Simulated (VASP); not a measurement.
# Ag (I4/mmm) in VASP: single point with PBEsol

Aim: the single point of Ag with PBEsol.

Everything below comes from runs of VASP 6.6.1. Logs are shortened: lines on timing, memory, paths and dates and some standing lists are left out, and cuts for length are marked.

## (1) The cell of the first run

The structure is tetragonal, space group I4/mmm (No. 139). Conventional cell: a = 2.817 Å, b = 2.817 Å, c = 4.226 Å, α = 90.00°, β = 90.00°, γ = 90.00°. Ag (site symmetry 4/mmm) has 12 Ag at 2.82 to 2.90 Å within 3.7 Å.

## (2) Single point, PBEsol

INCAR reads:

```
SYSTEM = Ag
ALGO     = Fast           ! electronic algorithm
EDIFF    = 1E-6           ! SCF threshold, eV
ENCUT    = 520            ! plane-wave cutoff, eV
GGA      = PS             ! functional
ISIF     = 2              ! what is computed and relaxed
ISMEAR   = 0              ! smearing method
LASPH    = .TRUE.         ! aspherical terms in the spheres
LCHARG   = .TRUE.         ! write CHGCAR
LELF     = .TRUE.         ! ELF
LREAL    = .FALSE.        ! projectors in reciprocal space
LVHAR    = .TRUE.       
LWAVE    = .FALSE.        ! write WAVECAR
NBANDS   = 12             ! bands
NELM     = 60             ! most SCF steps
PREC     = Accurate       ! precision mode
SIGMA    = 0.15           ! smearing width, eV
```

KPOINTS reads:

```
k-points
0
G
  28 28 28
  0 0 0
```

POSCAR reads:

```
Ag
1.0
   -1.4086985797      1.4086985797      2.1130478695
    1.4086985797     -1.4086985797      2.1130478695
    1.4086985797      1.4086985797     -2.1130478695
Ag
1
Direct
    0.0000000000      0.0000000000      0.0000000000
```

Potentials or basis: VASP PAW PBE potentials, release 64 (Ag).

Command:

```console
$ cat potpaw_PBE.64/Ag/POTCAR > POTCAR
$ mpirun -np 1 vasp_std > vasp.out
```

OUTCAR:

```text
SYSTEM = Ag
   EDIFF = 1E-6
   ENCUT = 520
   GGA = PS
   ISIF = 2
   ISMEAR = 0
   LASPH = .TRUE.
   LREAL = .FALSE.
   NELM = 60
   PREC = Accurate

 ion  position               nearest neighbor table
   1  0.000  0.000  0.000-

  LATTYP: Found a body centered tetragonal cell.
 ALAT       =     2.8173971594
 C/A-ratio  =     1.5000000000

  Lattice vectors:

 A1 = (  -1.4086985797,   1.4086985797,   2.1130478695)
 A2 = (   1.4086985797,  -1.4086985797,   2.1130478695)
 A3 = (   1.4086985797,   1.4086985797,  -2.1130478695)

Analysis of symmetry for initial positions (statically):
=====================================================================
 Subroutine PRICEL returns:
 Original cell was already a primitive cell.

 Routine SETGRP: Setting up the symmetry group for a
 body centered tetragonal supercell.

 Subroutine GETGRP returns: Found 16 space group operations
 (whereof 16 operations were pure point group operations)
 out of a pool of 16 trial point group operations.

The static configuration has the point symmetry D_4h.

Analysis of symmetry for dynamics (positions and initial velocities):
=====================================================================
 Subroutine PRICEL returns:
 Original cell was already a primitive cell.

 Routine SETGRP: Setting up the symmetry group for a
 body centered tetragonal supercell.

 Subroutine GETGRP returns: Found 16 space group operations
 (whereof 16 operations were pure point group operations)
 out of a pool of 16 trial point group operations.

The dynamic configuration has the point symmetry D_4h.

 Subroutine INISYM returns: Found 16 space group operations
 (whereof 16 operations are pure point group operations),
 and found     1 'primitive' translations

----------------------------------------------------------------------------------------

                                     Primitive cell

  volume of cell :      16.7728

  direct lattice vectors                    reciprocal lattice vectors
    -1.408698580  1.408698580  2.113047869     0.000000000  0.354937534  0.236625023
     1.408698580 -1.408698580  2.113047869     0.354937534  0.000000000  0.236625023
     1.408698580  1.408698580 -2.113047869     0.354937534  0.354937534  0.000000000

  length of vectors
     2.904106519  2.904106519  2.904106519     0.426581826  0.426581826  0.501957474

  position of ions in fractional coordinates (direct lattice)
     0.000000000  0.000000000  0.000000000

  ion indices of the primitive-cell ions
   primitive index   ion index
                 1           1

----------------------------------------------------------------------------------------

 KPOINTS: k-points

Automatic generation of k-mesh.
 Grid dimensions read from file:
 generate k-points for:   28   28   28

 Generating k-lattice:

  Cartesian coordinates                     Fractional coordinates (reciprocal lattice)
     0.000000000  0.012676340  0.008450894     0.035714286 -0.000000000  0.000000000
     0.012676340  0.000000000  0.008450894    -0.000000000  0.035714286  0.000000000
     0.012676340  0.012676340  0.000000000     0.000000000  0.000000000  0.035714286

  Length of vectors
     0.015235065  0.015235065  0.017927053

  Shift w.r.t. Gamma in fractional coordinates (k-lattice)
     0.000000000  0.000000000  0.000000000

 Subroutine IBZKPT returns following result:
 ===========================================

 Found   1639 irreducible k-points:

 Following reciprocal coordinates:
            Coordinates               Weight
  0.000000  0.000000  0.000000      1.000000
  0.035714  0.000000  0.000000      8.000000
  0.071429  0.000000  0.000000      8.000000
  0.107143  0.000000 -0.000000      8.000000
  0.142857  0.000000 -0.000000      8.000000
  0.178571  0.000000  0.000000      8.000000
[... 16 lines left out ...]
  0.285714  0.035714  0.000000     16.000000
  0.321429  0.035714  0.000000     16.000000
 [... further k-points ...]
   k-points           NKPTS =   1639   k-points in BZ     NKDIM =   1639   number of bands    NBANDS=     12
   number of dos      NEDOS =    301   number of ions     NIONS =      1
   total plane-waves  NPLWV =  13824
   dimension x,y,z NGX =    24 NGY =   24 NGZ =   24
   dimension x,y,z NGXF=    48 NGYF=   48 NGZF=   48
   ions per type =               1
   NGX,Y,Z   is equivalent  to a cutoff of  13.74, 13.74, 13.74 a.u.
   NGXF,Y,Z  is equivalent  to a cutoff of  27.48, 27.48, 27.48 a.u.
 SYSTEM =  Ag
   PREC   = accura    normal or accurate (medium, high low for compatibility)
   ISTART =      0    job   : 0-new  1-cont  2-samecut
   ICHARG =      2    charge: 1-file 2-atom 10-const
   ISPIN  =      1    spin polarized calculation?
   LNONCOLLINEAR =      F non collinear calculations
   LSORBIT =      F    spin-orbit coupling
   LASPH  =      T    aspherical Exc in radial PAW
   ENCUT  =  520.0 eV  38.22 Ry    6.18 a.u.   5.40  5.40  5.40*2*pi/ulx,y,z
   NELM   =     60;   NELMIN=  2; NELMDL= -5     # of ELM steps
   EDIFF  = 0.1E-05   stopping-criterion for ELM
   LREAL  =      F    real-space projection
   EDIFFG = 0.1E-04   stopping-criterion for IOM
   NSW    =      0    number of steps for IOM
   IBRION =     -1    ionic relax: 0-MD 1-quasi-New 2-CG
   NFREE  =      0    steps in history (QN), initial steepest desc. (CG)
   ISIF   =      2    stress and relaxation
   ISYM   =      2    0-nonsym 1-usesym 2-fastsym
   POTIM  = 0.5000    time-step for ionic-motion
   TEBEG  =    0.0;   TEEND  =   0.0 temperature during run
   PSTRESS=    0.0 pullay stress
   NELECT =      11.0000    total number of electrons
   NUPDOWN=      -1.0000    fix difference up-down
   EMIN   =  10.00;   EMAX   =-10.00  energy-range for DOS
   EFERMI =   0.00;   METHOD = LEGACY
   ISMEAR =     0;   SIGMA  =   0.15  broadening in eV -4-tet -1-fermi 0-gaus
   EFERMI_NEDOS =   21; number of points for ismear=-14 and -15
   IALGO  =     68    algorithm
   IMIX   =      4    mixing-type and parameters
     AMIX     =   0.40;   BMIX     =  1.00
     AMIX_MAG =   1.60;   BMIX_MAG =  1.00
  volume/ion in A,a.u.               =      16.77       113.19
  Fermi-wavevector in a.u.,A,eV,Ry     =   1.422342  2.687836 27.525341  2.023056
  Thomas-Fermi vector in A             =   2.543056
   LORBIT       =      0    0 simple, 1 ext, 2 COOP (PROOUT), +10 PAW based schemes
   GGA     = PS    functional components
   LHFCALC =     F    Hartree Fock is set to
   AEXX    =    0.0000 exact exchange contribution
   IVDW    =     0    specifies the selected vdW correction
   LEPSILON=     F    determine dielectric tensor
   LRPA    =     F    only Hartree local field effects (RPA)
 non-spin polarized calculation
 RMM-DIIS sequential band-by-band and
 Gauss-broadening in eV      SIGMA  =   0.15
  energy-cutoff  :      520.00
  volume of cell :       16.77
 maximum number of plane-waves:       468
 NGX is ok and might be reduce to    24
   NGX = 11   NGY = 11   NGZ = 11

 number of electron      11.0000001 magnetization

 Free energy of the ion-electron system (eV)
  ---------------------------------------------------
  ext. energy  EPLUGINS =         0.00000000
  ---------------------------------------------------
  free energy    TOTEN  =        -3.30521969 eV

  energy without entropy =       -3.30221565  energy(sigma->0) =       -3.30371767

 E-fermi :   8.4879     XC(G=0): -12.5101

 val. band max:        8.4842977050   @ k =  -0.4643   0.2857   0.0357
 cond. band min:       8.4883467159   @ k =  -0.3214  -0.4286   0.2500
 fundamental gap:      0.0040490109
 Fermi energy:         8.4879110122

 k-point     1 :       0.0000    0.0000    0.0000
  band No.  band energies     occupation
      1       0.5097      2.00000
      2       3.3706      2.00000
      3       3.7704      2.00000
      4       3.7704      2.00000
      5       4.4881      2.00000
      6       4.9025      2.00000
      7      24.5343      0.00000
      8      27.6142      0.00000
      9      28.4283      0.00000
     10      28.4283      0.00000
     11      32.9988      0.00000
     12      34.0372      0.00000

 k-point     2 :       0.0357    0.0000    0.0000
  band No.  band energies     occupation
      1       0.5505      2.00000
      2       3.3774      2.00000
      3       3.7651      2.00000
      4       3.7817      2.00000
      5       4.4857      2.00000
      6       4.8956      2.00000
      7      24.5484      0.00000
      8      27.4886      0.00000
      9      28.1897      0.00000
     10      28.4470      0.00000
     11      33.1620      0.00000
     12      33.9185      0.00000

 k-point     3 :       0.0714    0.0000    0.0000
  band No.  band energies     occupation
      1       0.6712      2.00000
      2       3.3948      2.00000
      3       3.7524      2.00000
      4       3.8145      2.00000
      5       4.4812      2.00000
      6       4.8764      2.00000
      7      24.5576      0.00000
      8      26.8385      0.00000
      9      28.0163      0.00000
     10      28.4992      0.00000
     11      32.7691      0.00000
     12      34.0150      0.00000

 k-point     4 :       0.1071    0.0000   -0.0000
  band No.  band energies     occupation
      1       0.8664      2.00000
      2       3.4150      2.00000
      3       3.7404      2.00000
      4       3.8640      2.00000
      5       4.4819      2.00000
      6       4.8497      2.00000
      7      24.3898      0.00000
      8      25.9680      0.00000
      9      28.0502      0.00000
     10      28.5727      0.00000
     11      32.0672      0.00000
     12      33.7145      0.00000

 k-point     5 :       0.1429    0.0000   -0.0000
  band No.  band energies     occupation
      1       1.1239      2.00000
      2       3.4345      2.00000
      3       3.7353      2.00000
      4       3.9219      2.00000
      5       4.5007      2.00000
      6       4.8244      2.00000
      7      23.6477      0.00000
      8      25.5121      0.00000
      9      28.1285      0.00000
     10      28.6477      0.00000
     11      31.4356      0.00000
     12      33.1561      0.00000
[... 228 lines left out ...]
      1       1.8225      2.00000
      2       3.5508      2.00000
      3       3.7611      2.00000
      4       4.0235      2.00000
      5       4.6197      2.00000
      6       4.9342      2.00000
      7      20.7023      0.00000
      8      25.1462      0.00000
      9      27.6110      0.00000
     10      29.2396      0.00000
     11      30.0869      0.00000
     12      31.8302      0.00000

 k-point    22 :       0.2500    0.0357    0.0000
  band No.  band energies     occupation
      1       2.0118      2.00000
      2       3.6501      2.00000
      3       3.8880      2.00000
      4       4.0261      2.00000
      5       4.7482      2.00000
      6       5.0389      2.00000
      7      19.3123      0.00000
      8      24.9239      0.00000
      9      27.3342      0.00000
     10      29.1449      0.00000
     11      30.0939      0.00000
     12      31.5830      0.00000

 k-point    23 :       0.2857    0.0357    0.0000
  band No.  band energies     occupation
      1       2.0950      2.00000
      2       3.6190      2.00000
      3       3.9717      2.00000
      4       4.3224      2.00000
      5       4.8992      2.00000
      6       5.1971      2.00000
      7      17.9305      0.00000
      8      24.6373      0.00000
      9      27.0231      0.00000
     10      28.7475      0.00000
     11      30.2237      0.00000
     12      31.7096      0.00000

 k-point    24 :       0.3214    0.0357    0.0000
  band No.  band energies     occupation
      1       2.1045      2.00000
      2       3.5704      2.00000
      3       3.9290      2.00000
      4       4.7957      2.00000
      5       5.0606      2.00000
      6       5.4619      2.00000
      7      16.5810      0.00000
      8      24.3284      0.00000
      9      26.7177      0.00000
     10      28.2237      0.00000
     11      30.3909      0.00000
     12      31.9776      0.00000

 [... further k-points ...]
[... 5 lines left out ...]
  --------------------------------------------------------------------------------------
  -------------------------------------------------------------------------------------
  Total        0.0183136      0.0183136     -0.2850040      0.0000000      0.0000000      0.0000000
  in kB        1.7493551      1.7493551    -27.2242597      0.0000000      0.0000000      0.0000000
  external PRESSURE =      -7.9085165 kB  Pullay stress =       0.0000000 kB

 VOLUME and BASIS-vectors are now :
 -----------------------------------------------------------------------------
  energy-cutoff  :      520.00
  volume of cell :       16.77
      direct lattice vectors                 reciprocal lattice vectors
    -1.408698580  1.408698580  2.113047869     0.000000000  0.354937534  0.236625023
     1.408698580 -1.408698580  2.113047869     0.354937534  0.000000000  0.236625023
     1.408698580  1.408698580 -2.113047869     0.354937534  0.354937534  0.000000000

 POSITION                                       TOTAL-FORCE (eV/Angst)
 -----------------------------------------------------------------------------------
      0.00000      0.00000      0.00000         0.000000     -0.000000      0.000000
 -----------------------------------------------------------------------------------
    total drift:                               -0.000000      0.000000      0.000000

  FREE ENERGIE OF THE ION-ELECTRON SYSTEM (eV)
  ---------------------------------------------------
  free  energy   TOTEN  =        -3.3052196929 eV

  energy  without entropy=       -3.3022156482  energy(sigma->0) =       -3.30371767
```

Wall time 3.2 min (1 thread of AMD EPYC 9R45 (Zen 5), shared host); peak memory 0.38 GiB.

What came out:

- Free energy: -3.3052 eV
- Pressure: -0.8 GPa
- Band gap on the k mesh: zero (an odd number of electrons rules out a gap without spin polarisation)

Stress tensor (GPa, compression positive):
```
 0.17  0.00  0.00
 0.00  0.17  0.00
 0.00  0.00 -2.72
```

Caveat: the PAW data sets were made with another functional, which shifts forces and pressure a little.
